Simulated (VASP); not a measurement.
# Pb (Fmmm) in VASP: single point with PBEsol

Aim: the single point of Pb with PBEsol.

Program: VASP 6.6.1. These are calculated values, not measurements. Logs are shortened: lines on timing, memory, paths and dates and some standing lists are left out, and cuts for length are marked.

## 1. The cell of the first run

The structure is orthorhombic, space group Fmmm (No. 69). Conventional cell: a = 5.716 Å, b = 6.362 Å, c = 10.923 Å, α = 90.00°, β = 90.00°, γ = 90.00°. Within 3.8 Å of Pb (site symmetry m2m) lie 8 Pb at 2.86 to 3.46 Å. Within 3.8 Å of Pb (site symmetry mm2) lie 8 Pb at 2.88 to 3.46 Å.

## 2. Single point, PBEsol (Si replaced by Pb, lengths x 1.189, strained)

The input, INCAR:

```
PREC = Accurate
ENCUT = 520
EDIFF = 1E-6
ISMEAR = 0
SIGMA = 0.1
LREAL = False
LASPH = True
NELM = 100
ALGO = Normal
ISIF = 2
LWAVE = False
LCHARG = False
GGA = PS
NBANDS = 36
```

The input, KPOINTS:

```
regular mesh
0
Gamma
  10 10 10
```

The input, POSCAR:

```
Pb
1.0
    0.0000000000      3.1808992653      5.4614533303
    2.8579224512      0.0000000000      5.4614533303
    2.8579224512      3.1808992653      0.0000000000
Pb
4
Direct
    0.7421574957      0.2578425043      0.7421574957
    0.2578425043      0.7421574957      0.2578425043
    0.7832284186      0.7832284186      0.2167715814
    0.2167715814      0.2167715814      0.7832284186
```

Potentials or basis: VASP PAW PBE potentials, release 64 (Pb_d).

Run with:

```sh
> cat potpaw_PBE.64/Pb_d/POTCAR > POTCAR
> mpirun -np 1 vasp_std > vasp.out
```

OUTCAR:

```text
PREC = Accurate
   ENCUT = 520
   EDIFF = 1E-6
   ISMEAR = 0
   LREAL = False
   LASPH = True
   NELM = 100
   ISIF = 2
   GGA = PS

 ion  position               nearest neighbor table
   1  0.742  0.258  0.742-   2 2.86   2 2.86   3 2.88   4 2.88   2 3.08   2 3.28   3 3.46   4 3.46
                             4 4.02   3 4.02   4 4.02   3 4.02
   2  0.258  0.742  0.258-   1 2.86   1 2.86   3 2.88   4 2.88   1 3.08   1 3.28   3 3.46   4 3.46
                             4 4.02   3 4.02   4 4.02   3 4.02
   3  0.783  0.783  0.217-   1 2.88   2 2.88   4 2.95   4 2.95   4 3.26   4 3.26   2 3.46   1 3.46
                             2 4.02   1 4.02   1 4.02   2 4.02
   4  0.217  0.217  0.783-   1 2.88   2 2.88   3 2.95   3 2.95   3 3.26   3 3.26   2 3.46   1 3.46
                             1 4.02   1 4.02   2 4.02   2 4.02

  LATTYP: Found a face centered orthorhombic cell.
 ALAT       =     5.7158449024
 B/A-ratio  =     1.1130110490
 C/A-ratio  =     1.9109872376

  Lattice vectors:

 A1 = (   0.0000000000,   3.1808992653,   5.4614533303)
 A2 = (   2.8579224512,   0.0000000000,   5.4614533303)
 A3 = (   2.8579224512,   3.1808992653,   0.0000000000)

Analysis of symmetry for initial positions (statically):
=====================================================================
 Subroutine PRICEL returns:
 Original cell was already a primitive cell.

 Routine SETGRP: Setting up the symmetry group for a
 face centered orthorhombic supercell.

 Subroutine GETGRP returns: Found  8 space group operations
 (whereof  8 operations were pure point group operations)
 out of a pool of  8 trial point group operations.

The static configuration has the point symmetry D_2h.

Analysis of symmetry for dynamics (positions and initial velocities):
=====================================================================
 Subroutine PRICEL returns:
 Original cell was already a primitive cell.

 Routine SETGRP: Setting up the symmetry group for a
 face centered orthorhombic supercell.

 Subroutine GETGRP returns: Found  8 space group operations
 (whereof  8 operations were pure point group operations)
 out of a pool of  8 trial point group operations.

The dynamic configuration has the point symmetry D_2h.

 Subroutine INISYM returns: Found  8 space group operations
 (whereof  8 operations are pure point group operations),
 and found     1 'primitive' translations

----------------------------------------------------------------------------------------

                                     Primitive cell

  volume of cell :      99.2976

  direct lattice vectors                    reciprocal lattice vectors
     0.000000000  3.180899265  5.461453330    -0.174952263  0.157188253  0.091550723
     2.857922451  0.000000000  5.461453330     0.174952263 -0.157188253  0.091550723
     2.857922451  3.180899265  0.000000000     0.174952263  0.157188253 -0.091550723

  length of vectors
     6.320252575  6.164024109  4.276194672     0.252384580  0.252384580  0.252384580

  position of ions in fractional coordinates (direct lattice)
     0.742157496  0.257842504  0.742157496
     0.257842504  0.742157496  0.257842504
     0.783228419  0.783228419  0.216771581
     0.216771581  0.216771581  0.783228419

  ion indices of the primitive-cell ions
   primitive index   ion index
                 1           1
                 2           2
                 3           3
                 4           4

----------------------------------------------------------------------------------------

 KPOINTS: regular mesh

Automatic generation of k-mesh.
 Grid dimensions read from file:
 generate k-points for:   10   10   10

 Generating k-lattice:

  Cartesian coordinates                     Fractional coordinates (reciprocal lattice)
    -0.017495226  0.015718825  0.009155072     0.100000000 -0.000000000 -0.000000000
     0.017495226 -0.015718825  0.009155072     0.000000000  0.100000000  0.000000000
     0.017495226  0.015718825 -0.009155072     0.000000000  0.000000000  0.100000000

  Length of vectors
     0.025238458  0.025238458  0.025238458

  Shift w.r.t. Gamma in fractional coordinates (k-lattice)
     0.000000000  0.000000000  0.000000000

 Subroutine IBZKPT returns following result:
 ===========================================

 Found    171 irreducible k-points:

 Following reciprocal coordinates:
            Coordinates               Weight
  0.000000  0.000000  0.000000      1.000000
  0.100000  0.000000 -0.000000      8.000000
  0.200000  0.000000 -0.000000      8.000000
  0.300000 -0.000000 -0.000000      8.000000
  0.400000  0.000000  0.000000      8.000000
  0.500000 -0.000000 -0.000000      4.000000
[... 16 lines left out ...]
  0.300000  0.300000  0.000000      2.000000
  0.400000  0.300000 -0.000000      8.000000
 [... further k-points ...]
   k-points           NKPTS =    171   k-points in BZ     NKDIM =    171   number of bands    NBANDS=     36
   number of dos      NEDOS =    301   number of ions     NIONS =      4
   total plane-waves  NPLWV =  73728
   dimension x,y,z NGX =    48 NGY =   48 NGZ =   32
   dimension x,y,z NGXF=    96 NGYF=   96 NGZF=   64
   ions per type =               4
   NGX,Y,Z   is equivalent  to a cutoff of  12.63, 12.95, 12.44 a.u.
   NGXF,Y,Z  is equivalent  to a cutoff of  25.25, 25.89, 24.88 a.u.
 SYSTEM =  unknown system
   PREC   = accura    normal or accurate (medium, high low for compatibility)
   ISTART =      0    job   : 0-new  1-cont  2-samecut
   ICHARG =      2    charge: 1-file 2-atom 10-const
   ISPIN  =      1    spin polarized calculation?
   LNONCOLLINEAR =      F non collinear calculations
   LSORBIT =      F    spin-orbit coupling
   LASPH  =      T    aspherical Exc in radial PAW
   ENCUT  =  520.0 eV  38.22 Ry    6.18 a.u.  11.75 11.46  7.95*2*pi/ulx,y,z
   NELM   =    100;   NELMIN=  2; NELMDL= -5     # of ELM steps
   EDIFF  = 0.1E-05   stopping-criterion for ELM
   LREAL  =      F    real-space projection
   EDIFFG = 0.1E-04   stopping-criterion for IOM
   NSW    =      0    number of steps for IOM
   IBRION =     -1    ionic relax: 0-MD 1-quasi-New 2-CG
   NFREE  =      0    steps in history (QN), initial steepest desc. (CG)
   ISIF   =      2    stress and relaxation
   ISYM   =      2    0-nonsym 1-usesym 2-fastsym
   POTIM  = 0.5000    time-step for ionic-motion
   TEBEG  =    0.0;   TEEND  =   0.0 temperature during run
   PSTRESS=    0.0 pullay stress
   NELECT =      56.0000    total number of electrons
   NUPDOWN=      -1.0000    fix difference up-down
   EMIN   =  10.00;   EMAX   =-10.00  energy-range for DOS
   EFERMI =   0.00;   METHOD = LEGACY
   ISMEAR =     0;   SIGMA  =   0.10  broadening in eV -4-tet -1-fermi 0-gaus
   EFERMI_NEDOS =   21; number of points for ismear=-14 and -15
   IALGO  =     38    algorithm
   IMIX   =      4    mixing-type and parameters
     AMIX     =   0.40;   BMIX     =  1.00
     AMIX_MAG =   1.60;   BMIX_MAG =  1.00
  volume/ion in A,a.u.               =      24.82       167.52
  Fermi-wavevector in a.u.,A,eV,Ry     =   1.352564  2.555976 24.890916  1.829431
  Thomas-Fermi vector in A             =   2.479893
   LORBIT       =      0    0 simple, 1 ext, 2 COOP (PROOUT), +10 PAW based schemes
   GGA     = PS    functional components
   LHFCALC =     F    Hartree Fock is set to
   AEXX    =    0.0000 exact exchange contribution
   IVDW    =     0    specifies the selected vdW correction
   LEPSILON=     F    determine dielectric tensor
   LRPA    =     F    only Hartree local field effects (RPA)
 non-spin polarized calculation
 Gauss-broadening in eV      SIGMA  =   0.10
  energy-cutoff  :      520.00
  volume of cell :       99.30
 maximum number of plane-waves:      2710
   NGX = 23   NGY = 23   NGZ = 15

 number of electron      56.0000002 magnetization

 Free energy of the ion-electron system (eV)
  ---------------------------------------------------
  ext. energy  EPLUGINS =         0.00000000
  ---------------------------------------------------
  free energy    TOTEN  =       -14.01294024 eV

  energy without entropy =      -14.00215411  energy(sigma->0) =      -14.00754718

 E-fermi :   9.5024     XC(G=0): -11.2764

 val. band max:        9.4991944103   @ k =  -0.4000   0.2000   0.0000
 cond. band min:       9.5026269327   @ k =  -0.2000   0.1000   0.2000
 fundamental gap:      0.0034325224
 Fermi energy:         9.5023880030

 k-point     1 :       0.0000    0.0000    0.0000
  band No.  band energies     occupation
      1      -8.5440      2.00000
      2      -8.1859      2.00000
      3      -8.1337      2.00000
      4      -8.1202      2.00000
      5      -8.0709      2.00000
      6      -8.0265      2.00000
[... 28 lines left out ...]
     35      16.9192      0.00000
     36      17.0144      0.00000

 k-point     2 :       0.1000    0.0000   -0.0000
  band No.  band energies     occupation
      1      -8.5135      2.00000
      2      -8.1810      2.00000
      3      -8.1133      2.00000
      4      -8.1065      2.00000
      5      -8.0527      2.00000
      6      -8.0336      2.00000
[... 28 lines left out ...]
     35      16.3612      0.00000
     36      16.7221      0.00000

 k-point     3 :       0.2000    0.0000   -0.0000
  band No.  band energies     occupation
      1      -8.4255      2.00000
      2      -8.1568      2.00000
      3      -8.1019      2.00000
      4      -8.0431      2.00000
      5      -8.0211      2.00000
      6      -8.0149      2.00000
[... 28 lines left out ...]
     35      15.2827      0.00000
     36      16.3830      0.00000

 k-point     4 :       0.3000   -0.0000   -0.0000
  band No.  band energies     occupation
      1      -8.2922      2.00000
      2      -8.1122      2.00000
      3      -8.0996      2.00000
      4      -8.0182      2.00000
      5      -7.9802      2.00000
      6      -7.9480      2.00000
[... 28 lines left out ...]
     35      16.0690      0.00000
     36      16.3391      0.00000

 k-point     5 :       0.4000    0.0000    0.0000
  band No.  band energies     occupation
      1      -8.1550      2.00000
      2      -8.1015      2.00000
      3      -8.0539      2.00000
      4      -8.0038      2.00000
      5      -7.9232      2.00000
      6      -7.8598      2.00000
[... 655 lines left out ...]
 k-point    22 :      -0.2000    0.2000    0.0000
  band No.  band energies     occupation
      1      -8.1508      2.00000
      2      -8.0874      2.00000
      3      -8.0725      2.00000
      4      -8.0444      2.00000
      5      -7.9532      2.00000
      6      -7.8667      2.00000
[... 28 lines left out ...]
     35      15.4217      0.00000
     36      15.9577      0.00000

 k-point    23 :       0.3000    0.3000    0.0000
  band No.  band energies     occupation
      1      -8.5168      2.00000
      2      -8.1881      2.00000
      3      -8.1041      2.00000
      4      -8.0090      2.00000
      5      -8.0029      2.00000
      6      -8.0017      2.00000
[... 28 lines left out ...]
     35      14.2078      0.00000
     36      15.9688      0.00000

 k-point    24 :       0.4000    0.3000   -0.0000
  band No.  band energies     occupation
      1      -8.4809      2.00000
      2      -8.1751      2.00000
      3      -8.0747      2.00000
      4      -8.0110      2.00000
      5      -7.9855      2.00000
      6      -7.9668      2.00000
[... 28 lines left out ...]
     35      14.8734      0.00000
     36      15.2086      0.00000

 [... further k-points ...]

------------------------ aborting loop because EDIFF is reached ----------------------------------------

  FORCE on cell =-STRESS in cart. coord.  units (eV):
  Direction    XX          YY          ZZ          XY          YZ          ZX
  --------------------------------------------------------------------------------------
  -------------------------------------------------------------------------------------
  Total       12.9190869      9.8217662     12.8802756      0.0000000      0.0000000      0.0000000
  in kB      208.4509239    158.4753050    207.8246995      0.0000000      0.0000000      0.0000000
  external PRESSURE =     191.5836428 kB  Pullay stress =       0.0000000 kB

 VOLUME and BASIS-vectors are now :
 -----------------------------------------------------------------------------
  energy-cutoff  :      520.00
  volume of cell :       99.30
      direct lattice vectors                 reciprocal lattice vectors
     0.000000000  3.180899265  5.461453330    -0.174952263  0.157188253  0.091550723
     2.857922451  0.000000000  5.461453330     0.174952263 -0.157188253  0.091550723
     2.857922451  3.180899265  0.000000000     0.174952263  0.157188253 -0.091550723

 POSITION                                       TOTAL-FORCE (eV/Angst)
 -----------------------------------------------------------------------------------
      2.85792      4.72146      5.46145         0.000000     -1.271265      0.000000
      2.85792      1.64034      5.46145         0.000000      1.271265      0.000000
      2.85792      3.18090      8.55513         0.000000      0.000000     -1.383752
      2.85792      3.18090      2.36778         0.000000      0.000000      1.383752
 -----------------------------------------------------------------------------------
    total drift:                               -0.000000     -0.000000      0.000000

  FREE ENERGIE OF THE ION-ELECTRON SYSTEM (eV)
  ---------------------------------------------------
  free  energy   TOTEN  =       -14.0129402411 eV

  energy  without entropy=      -14.0021541106  energy(sigma->0) =      -14.00754718
```

Run time: 3.4 min. Hardware: 1 thread of Intel Xeon 6975P-C (Granite Rapids), shared host; peak memory 0.56 GiB.

What came out:

```
Free energy            : -14.0129 eV
Pressure               : 19.2 GPa
Largest force          : 1.384 eV/Å
Band gap on the k mesh : zero (bands 28 and 29 overlap by 3.39 eV)
```

Forces on the atoms (eV/Å):
```
Pb   0.000 -1.271  0.000
Pb   0.000  1.271  0.000
Pb   0.000  0.000 -1.384
Pb   0.000  0.000  1.384
```

Stress tensor (GPa, compression positive):
```
20.85  0.00  0.00
 0.00 15.85  0.00
 0.00  0.00 20.78
```

Caveat: the cell differs from its parent crystal (Si replaced by Pb, lengths x 1.189, strained); the cell stands under pressure; the PAW data sets were made with another functional, which shifts forces and pressure a little; spin-orbit coupling is left out, which moves the levels of the heavy elements.
